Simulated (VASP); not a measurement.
# ZrSi2 (Cmcm) in VASP: a series of runs

Runs on ZrSi2. Level: PBE. Tasks: relaxation of cell and atoms, single point.

All numbers are computed with VASP 6.6.1; they aren't measurements. Logs are shortened: lines on timing, memory, paths and dates and some standing lists are left out, and cuts for length are marked.

**1. The cell of the first run**

The structure is orthorhombic, space group Cmcm (No. 63). Conventional cell: a = 3.706 Å, b = 14.735 Å, c = 3.672 Å, α = 90.00°, β = 90.00°, γ = 90.00°. Within 3.8 Å of Zr (site symmetry m2m) lie 10 Si at 2.72 to 2.97 Å and 6 Zr at 3.61 to 3.71 Å. Within 3.2 Å of Si (site symmetry m2m) lie 2 Si at 2.40 Å and 6 Zr at 2.72 to 2.97 Å. Within 3.5 Å of Si (site symmetry m2m) lie 8 Si at 2.61 to 3.45 Å and 4 Zr at 2.81 to 2.83 Å.

**2. Relaxation of cell and atoms, PBE**

File INCAR:

```
SYSTEM = ZrSi2
PREC = Accurate
ENCUT = 600
EDIFF = 1E-6
ISMEAR = 0
SIGMA = 0.1
LREAL = .False.
LASPH = .True.
NELM = 80
ALGO = Fast
ISIF = 3
LWAVE = .False.
LCHARG = .False.
GGA = PE
IBRION = 2
NSW = 100
EDIFFG = -0.01
```

File KPOINTS:

```
regular mesh
0
Gamma
  10 10 10
  0 0 0
```

File POSCAR:

```
ZrSi2
1.0
    1.8530000000     -7.3675000000      0.0000000000
    1.8530000000      7.3675000000      0.0000000000
    0.0000000000      0.0000000000      3.6720000000
Zr Si
2 4
Direct
    0.8946000000      0.1054000000      0.2500000000
    0.1054000000      0.8946000000      0.7500000000
    0.5522000000      0.4478000000      0.2500000000
    0.4478000000      0.5522000000      0.7500000000
    0.2496000000      0.7504000000      0.2500000000
    0.7504000000      0.2496000000      0.7500000000
```

Potentials or basis: VASP PAW PBE potentials, release 64 (Zr_sv, Si).

Run with:

```sh
$ cat potpaw_PBE.64/Zr_sv/POTCAR potpaw_PBE.64/Si/POTCAR > POTCAR
$ mpirun -np 1 vasp_std > vasp.out
```

OUTCAR:

```text
SYSTEM = ZrSi2
   PREC = Accurate
   ENCUT = 600
   EDIFF = 1E-6
   ISMEAR = 0
   LREAL = .False.
   LASPH = .True.
   NELM = 80
   ISIF = 3
   GGA = PE
   IBRION = 2
   NSW = 100
   EDIFFG = -0.01

 ion  position               nearest neighbor table
   1  0.895  0.105  0.250-   4 2.72   4 2.72   4 2.72   4 2.72   6 2.81   6 2.81   5 2.83   5 2.83
                             3 2.97   3 2.97   2 3.61   2 3.61
   2  0.105  0.895  0.750-   3 2.72   3 2.72   3 2.72   3 2.72   5 2.81   5 2.81   6 2.83   6 2.83
                             4 2.97   4 2.97   1 3.61   1 3.61
   3  0.552  0.448  0.250-   4 2.40   4 2.40   2 2.72   2 2.72   2 2.72   2 2.72   1 2.97   1 2.97

   4  0.448  0.552  0.750-   3 2.40   3 2.40   1 2.72   1 2.72   1 2.72   1 2.72   2 2.97   2 2.97

   5  0.250  0.750  0.250-   6 2.61   6 2.61   6 2.61   6 2.61   2 2.81   2 2.81   1 2.83   1 2.83

   6  0.750  0.250  0.750-   5 2.61   5 2.61   5 2.61   5 2.61   1 2.81   1 2.81   2 2.83   2 2.83

  LATTYP: Found a base centered orthorhombic cell.
 ALAT       =     3.7060000000
 B/A-ratio  =     3.9759848894
 C/A-ratio  =     0.9908256881

  Lattice vectors:

 A1 = (   1.8530000000,  -7.3675000000,   0.0000000000)
 A2 = (   1.8530000000,   7.3675000000,   0.0000000000)
 A3 = (   0.0000000000,   0.0000000000,   3.6720000000)

Analysis of symmetry for initial positions (statically):
=====================================================================
 Subroutine PRICEL returns:
 Original cell was already a primitive cell.

 Routine SETGRP: Setting up the symmetry group for a
 base centered orthorhombic supercell.

 Subroutine GETGRP returns: Found  8 space group operations
 (whereof  4 operations were pure point group operations)
 out of a pool of  8 trial point group operations.

The static configuration has the point symmetry C_2h.
 The point group associated with its full space group is D_2h.

Analysis of symmetry for dynamics (positions and initial velocities):
=====================================================================
 Subroutine PRICEL returns:
 Original cell was already a primitive cell.

 Routine SETGRP: Setting up the symmetry group for a
 base centered orthorhombic supercell.

 Subroutine GETGRP returns: Found  8 space group operations
 (whereof  4 operations were pure point group operations)
 out of a pool of  8 trial point group operations.

The dynamic configuration has the point symmetry C_2h.
 The point group associated with its full space group is D_2h.

 Subroutine INISYM returns: Found  8 space group operations
 (whereof  4 operations are pure point group operations),
 and found     1 'primitive' translations

----------------------------------------------------------------------------------------

                                     Primitive cell

  volume of cell :     100.2601

  direct lattice vectors                    reciprocal lattice vectors
     1.853000000 -7.367500000  0.000000000     0.269832704 -0.067865626  0.000000000
     1.853000000  7.367500000  0.000000000     0.269832704  0.067865626  0.000000000
     0.000000000  0.000000000  3.672000000     0.000000000  0.000000000  0.272331155

  length of vectors
     7.596951050  7.596951050  3.672000000     0.278236287  0.278236287  0.272331155

  position of ions in fractional coordinates (direct lattice)
     0.894600000  0.105400000  0.250000000
     0.105400000  0.894600000  0.750000000
     0.552200000  0.447800000  0.250000000
     0.447800000  0.552200000  0.750000000
     0.249600000  0.750400000  0.250000000
     0.750400000  0.249600000  0.750000000

  ion indices of the primitive-cell ions
   primitive index   ion index
                 1           1
                 2           2
                 3           3
                 4           4
                 5           5
                 6           6

----------------------------------------------------------------------------------------

 KPOINTS: regular mesh

Automatic generation of k-mesh.
 Grid dimensions read from file:
 generate k-points for:   10   10   10

 Generating k-lattice:

  Cartesian coordinates                     Fractional coordinates (reciprocal lattice)
     0.026983270 -0.006786563  0.000000000     0.100000000  0.000000000  0.000000000
     0.026983270  0.006786563  0.000000000     0.000000000  0.100000000  0.000000000
     0.000000000  0.000000000  0.027233115     0.000000000  0.000000000  0.100000000

  Length of vectors
     0.027823629  0.027823629  0.027233115

  Shift w.r.t. Gamma in fractional coordinates (k-lattice)
     0.000000000  0.000000000  0.000000000

 Subroutine IBZKPT returns following result:
 ===========================================

 Found    186 irreducible k-points:

 Following reciprocal coordinates:
            Coordinates               Weight
  0.000000  0.000000  0.000000      1.000000
  0.100000  0.000000  0.000000      4.000000
  0.200000  0.000000  0.000000      4.000000
  0.300000  0.000000  0.000000      4.000000
  0.400000  0.000000  0.000000      4.000000
  0.500000  0.000000  0.000000      2.000000
[... 16 lines left out ...]
  0.300000  0.300000  0.000000      2.000000
  0.400000  0.300000  0.000000      4.000000
 [... further k-points ...]
   k-points           NKPTS =    186   k-points in BZ     NKDIM =    186   number of bands    NBANDS=     24
   number of dos      NEDOS =    301   number of ions     NIONS =      6
   total plane-waves  NPLWV = 122880
   dimension x,y,z NGX =    64 NGY =   64 NGZ =   30
   dimension x,y,z NGXF=   128 NGYF=  128 NGZF=   60
   ions per type =               2   4
   NGX,Y,Z   is equivalent  to a cutoff of  14.01, 14.01, 13.58 a.u.
   NGXF,Y,Z  is equivalent  to a cutoff of  28.01, 28.01, 27.16 a.u.
 SYSTEM =  ZrSi2
   PREC   = accura    normal or accurate (medium, high low for compatibility)
   ISTART =      0    job   : 0-new  1-cont  2-samecut
   ICHARG =      2    charge: 1-file 2-atom 10-const
   ISPIN  =      1    spin polarized calculation?
   LNONCOLLINEAR =      F non collinear calculations
   LSORBIT =      F    spin-orbit coupling
   LASPH  =      T    aspherical Exc in radial PAW
   ENCUT  =  600.0 eV  44.10 Ry    6.64 a.u.  15.17 15.17  7.33*2*pi/ulx,y,z
   NELM   =     80;   NELMIN=  2; NELMDL= -5     # of ELM steps
   EDIFF  = 0.1E-05   stopping-criterion for ELM
   LREAL  =      F    real-space projection
   EDIFFG = -.1E-01   stopping-criterion for IOM
   NSW    =    100    number of steps for IOM
   IBRION =      2    ionic relax: 0-MD 1-quasi-New 2-CG
   NFREE  =      1    steps in history (QN), initial steepest desc. (CG)
   ISIF   =      3    stress and relaxation
   ISYM   =      2    0-nonsym 1-usesym 2-fastsym
   POTIM  = 0.5000    time-step for ionic-motion
   TEBEG  =    0.0;   TEEND  =   0.0 temperature during run
   PSTRESS=    0.0 pullay stress
   NELECT =      40.0000    total number of electrons
   NUPDOWN=      -1.0000    fix difference up-down
   EMIN   =  10.00;   EMAX   =-10.00  energy-range for DOS
   EFERMI =   0.00;   METHOD = LEGACY
   ISMEAR =     0;   SIGMA  =   0.10  broadening in eV -4-tet -1-fermi 0-gaus
   EFERMI_NEDOS =   21; number of points for ismear=-14 and -15
   IALGO  =     68    algorithm
   IMIX   =      4    mixing-type and parameters
     AMIX     =   0.40;   BMIX     =  1.00
     AMIX_MAG =   1.60;   BMIX_MAG =  1.00
  volume/ion in A,a.u.               =      16.71       112.76
  Fermi-wavevector in a.u.,A,eV,Ry     =   1.205180  2.277461 19.761917  1.452460
  Thomas-Fermi vector in A             =   2.340884
   LORBIT       =      0    0 simple, 1 ext, 2 COOP (PROOUT), +10 PAW based schemes
   GGA     = PE    functional components
   LHFCALC =     F    Hartree Fock is set to
   AEXX    =    0.0000 exact exchange contribution
   IVDW    =     0    specifies the selected vdW correction
   LEPSILON=     F    determine dielectric tensor
   LRPA    =     F    only Hartree local field effects (RPA)
 conjugate gradient relaxation of ions
 non-spin polarized calculation
 RMM-DIIS sequential band-by-band and
 Gauss-broadening in eV      SIGMA  =   0.10
  energy-cutoff  :      600.00
  volume of cell :      100.26
 maximum number of plane-waves:      3386
 NGX is ok and might be reduce to    64

--------------------------------------- Ionic step        1  -------------------------------------------

 number of electron      40.0000000 magnetization

 Free energy of the ion-electron system (eV)
  ---------------------------------------------------
  ext. energy  EPLUGINS =         0.00000000
  ---------------------------------------------------
  free energy    TOTEN  =       -42.71532819 eV

  energy without entropy =      -42.70874179  energy(sigma->0) =      -42.71203499

 E-fermi :  10.0499     XC(G=0): -11.2732

 val. band max:       10.0483371389   @ k =   0.5000   0.4000   0.1000
 cond. band min:      10.0662501400   @ k =  -0.4000   0.2000   0.1000
 fundamental gap:      0.0179130010
 Fermi energy:        10.0498745908

 k-point     1 :       0.0000    0.0000    0.0000
  band No.  band energies     occupation
      1     -38.7306      2.00000
      2     -38.7181      2.00000
      3     -16.9665      2.00000
      4     -16.8256      2.00000
      5     -16.8032      2.00000
      6     -16.8004      2.00000
[... 637 lines left out ...]
     23      10.8470      0.00000
     24      12.0174      0.00000

 [... further k-points ...]
[... 5 lines left out ...]
  --------------------------------------------------------------------------------------
  -------------------------------------------------------------------------------------
  Total        0.0549005      0.8566477      0.6433056      0.0000000      0.0000000      0.0000000
  in kB        0.8773220     13.6894056     10.2801558      0.0000000      0.0000000      0.0000000
  external PRESSURE =       8.2822945 kB  Pullay stress =       0.0000000 kB
[... 101 lines left out ...]
  FREE ENERGIE OF THE ION-ELECTRON SYSTEM (eV)
  ---------------------------------------------------
  free  energy   TOTEN  =       -42.7195255094 eV

  energy  without entropy=      -42.7127590393  energy(sigma->0) =      -42.71614227

[... ionic steps 4 to 8 ...]

--------------------------------------- Ionic step        9  -------------------------------------------

 number of electron      40.0000000 magnetization

------------------------ aborting loop because EDIFF is reached ----------------------------------------
[... 75 lines left out ...]
--------------------------------------- Ionic step       11  -------------------------------------------

 number of electron      40.0000000 magnetization

 Free energy of the ion-electron system (eV)
  ---------------------------------------------------
  ext. energy  EPLUGINS =         0.00000000
  ---------------------------------------------------
  free energy    TOTEN  =       -42.72062578 eV

  energy without entropy =      -42.71374070  energy(sigma->0) =      -42.71718324

 E-fermi :   9.9829     XC(G=0): -11.2491

 val. band max:        9.9826100384   @ k =   0.5000   0.4000   0.1000
 cond. band min:       9.9950302032   @ k =   0.5000   0.2000   0.1000
 fundamental gap:      0.0124201648
 Fermi energy:         9.9828888281

 k-point     1 :       0.0000    0.0000    0.0000
  band No.  band energies     occupation
      1     -38.8163      2.00000
      2     -38.8045      2.00000
      3     -17.0452      2.00000
      4     -16.9056      2.00000
      5     -16.8856      2.00000
      6     -16.8843      2.00000
[... 637 lines left out ...]
     23      10.7720      0.00000
     24      11.9136      0.00000

 [... further k-points ...]
[... 5 lines left out ...]
  --------------------------------------------------------------------------------------
  -------------------------------------------------------------------------------------
  Total       -0.0027229     -0.0100351     -0.0015334      0.0000000      0.0000000      0.0000000
  in kB       -0.0432617     -0.1594371     -0.0243631      0.0000000      0.0000000      0.0000000
  external PRESSURE =      -0.0756873 kB  Pullay stress =       0.0000000 kB
[... 21 lines left out ...]
  FREE ENERGIE OF THE ION-ELECTRON SYSTEM (eV)
  ---------------------------------------------------
  free  energy   TOTEN  =       -42.7206257763 eV

  energy  without entropy=      -42.7137406980  energy(sigma->0) =      -42.71718324

 reached required accuracy - stopping structural energy minimisation
```

Wall time 1.8 h (1 thread of Oxide Virtual Turin-like, shared host); peak memory 0.68 GiB.

Results:

```yaml
Free_energy: -42.7206 eV
Relaxed_volume: 16.81 Å³/atom
Relaxed_cell: a = 7.627 Å, b = 7.627 Å, c = 3.679 Å, α = 90.00°, β = 90.00°, γ = 151.89°
Space_group_after_relaxing_to_0.1_Å: Cmcm (No. 63)
Energy_gained_by_relaxing: 0.9 meV/atom
Ionic_steps: 11
Pressure_after_relaxing: 0.0 GPa
Largest_force_after_relaxing: 0.004 eV/Å
Band_gap_on_the_k_mesh: zero (bands 20 and 21 overlap by 0.94 eV)
```

Forces on the atoms (eV/Å):
```
Zr   0.000 -0.004  0.000
Zr   0.000  0.004  0.000
Si   0.000 -0.001  0.000
Si   0.000  0.001  0.000
Si   0.000 -0.003  0.000
Si   0.000  0.003  0.000
```

Step by step:
```tsv
step	energy change (eV)	largest force (eV/Å)	pressure (GPa)	volume (Å³)
1	0.0000	0.1717	0.83	100.26
2	-0.0030	0.0450	-0.83	101.52
3	-0.0042	0.0665	-0.26	101.07
4	-0.0050	0.0307	0.02	100.83
5	-0.0050	0.0284	0.04	100.81
6	-0.0052	0.0162	0.02	100.83
7	-0.0053	0.0157	-0.01	100.85
8	-0.0053	0.0155	-0.01	100.84
9	-0.0053	0.0110	0.00	100.84
10	-0.0053	0.0137	0.00	100.84
11	-0.0053	0.0044	-0.01	100.84
```

Final structure:
```
CELL_PARAMETERS angstrom
1.85224 -7.39852 0.00000
1.85224 7.39852 0.00000
0.00000 0.00000 3.67933
ATOMIC_POSITIONS crystal
Zr 0.89461 0.10539 0.25000
Zr 0.10539 0.89461 0.75000
Si 0.55299 0.44701 0.25000
Si 0.44701 0.55299 0.75000
Si 0.25027 0.74973 0.25000
Si 0.74973 0.25027 0.75000
```

PBE usually gives volumes a little too large and moduli too small. Zero-point motion and thermal expansion aren't in these numbers.

**3. Single point, PBE**

This run uses another cell than the first one: it holds 30 atoms, not 6.

File INCAR:

```
SYSTEM = ZrSi2
PREC     = Accurate       ! precision mode
ENCUT    = 520            ! plane-wave cutoff, eV
EDIFF    = 1E-6           ! SCF threshold, eV
ISMEAR   = 0              ! smearing method
SIGMA    = 0.1            ! smearing width, eV
LREAL    = Auto         
LASPH    = .True.         ! aspherical terms in the spheres
NELM     = 80             ! most SCF steps
ALGO     = Fast           ! electronic algorithm
ISIF     = 2              ! what is computed and relaxed
LWAVE    = .False.        ! write WAVECAR
LCHARG   = .False.        ! write CHGCAR
GGA      = PE             ! functional
NBANDS   = 121            ! bands
```

File KPOINTS:

```
Automatic mesh
0
Gamma
  4 3 4
  0 0 0
```

File POSCAR:

```
ZrSi2
1.0
   -3.7051806668      0.0000000000     -7.3581440173
   -7.4103613336      0.0000000000      3.6790720087
   -1.8525903334      7.3940131406     -3.6790720087
Zr Si
10 20
Direct
    0.7946665377      0.5500000000      0.2106669247
    0.3946665377      0.7500000000      0.2106669247
    0.5946665377      0.1500000000      0.2106669247
    0.1946665377      0.3500000000      0.2106669247
    0.9946665377      0.9500000000      0.2106669247
    0.2053334623      0.4500000000      0.7893330753
    0.8053334623      0.6500000000      0.7893330753
    0.0053334623      0.0500000000      0.7893330753
    0.6053334623      0.2500000000      0.7893330753
    0.4053334623      0.8500000000      0.7893330753
    0.4530999441      0.5500000000      0.8938001118
    0.0530999441      0.7500000000      0.8938001118
    0.2530999441      0.1500000000      0.8938001118
    0.8530999441      0.3500000000      0.8938001118
    0.6530999441      0.9500000000      0.8938001118
    0.5469000559      0.4500000000      0.1061998882
    0.1469000559      0.6500000000      0.1061998882
    0.3469000559      0.0500000000      0.1061998882
    0.9469000559      0.2500000000      0.1061998882
    0.7469000559      0.8500000000      0.1061998882
    0.1503123054      0.5500000000      0.4993753892
    0.7503123054      0.7500000000      0.4993753892
    0.9503123054      0.1500000000      0.4993753892
    0.5503123054      0.3500000000      0.4993753892
    0.3503123054      0.9500000000      0.4993753892
    0.8496876946      0.4500000000      0.5006246108
    0.4496876946      0.6500000000      0.5006246108
    0.6496876946      0.0500000000      0.5006246108
    0.2496876946      0.2500000000      0.5006246108
    0.0496876946      0.8500000000      0.5006246108
```

Potentials or basis: VASP PAW PBE potentials, release 64 (Zr_sv, Si).

Run with:

```sh
$ cat potpaw_PBE.64/Zr_sv/POTCAR potpaw_PBE.64/Si/POTCAR > POTCAR
$ mpirun -np 1 vasp_std > vasp.out
```

It took 87 min on 1 thread of Oxide Virtual Turin-like, shared host; peak memory 0.91 GiB.

Results (log left out):

```yaml
Free_energy: -213.6603 eV
Pressure: 0.1 GPa
Largest_force: 0.028 eV/Å
Band_gap_on_the_k_mesh: zero (bands 100 and 101 overlap by 0.71 eV)
```

Forces on the atoms (eV/Å):
```
Zr   0.000 -0.021  0.000
Zr   0.000 -0.021  0.000
Zr   0.000 -0.021  0.000
Zr   0.000 -0.021  0.000
Zr   0.000 -0.021  0.000
Zr   0.000  0.021  0.000
Zr   0.000  0.021  0.000
Zr   0.000  0.021  0.000
Zr   0.000  0.021  0.000
Zr   0.000  0.021  0.000
Si   0.000  0.028  0.000
Si   0.000  0.028  0.000
Si   0.000  0.028  0.000
Si   0.000  0.028  0.000
Si   0.000  0.028  0.000
Si   0.000 -0.028  0.000
Si   0.000 -0.028  0.000
Si   0.000 -0.028  0.000
Si   0.000 -0.028  0.000
Si   0.000 -0.028  0.000
Si   0.000  0.019  0.000
Si   0.000  0.019  0.000
Si   0.000  0.019  0.000
Si   0.000  0.019  0.000
Si   0.000  0.019  0.000
Si   0.000 -0.019  0.000
Si   0.000 -0.019  0.000
Si   0.000 -0.019  0.000
Si   0.000 -0.019  0.000
Si   0.000 -0.019  0.000
```

Stress tensor (GPa, compression positive):
```
-0.03  0.00 -0.06
 0.00  0.08  0.00
-0.06  0.00  0.19
```

Levels at points of the mesh, in eV from the Fermi level:
```tsv
k point	band 98	band 99	band 100	band 101	band 102	band 103
(0.00, 0.00, 0.00)	-1.85	-1.85	-0.17	0.59	0.59	0.87
(0.50, 0.00, 0.00)	-0.53	-0.52	-0.48	-0.48	0.19	0.19
(0.00, 0.00, 0.50)	-1.56	-1.56	-0.05	-0.05	0.22	0.41
```

The gap in the log of VASP goes by the Fermi energy; the results here count the filled bands.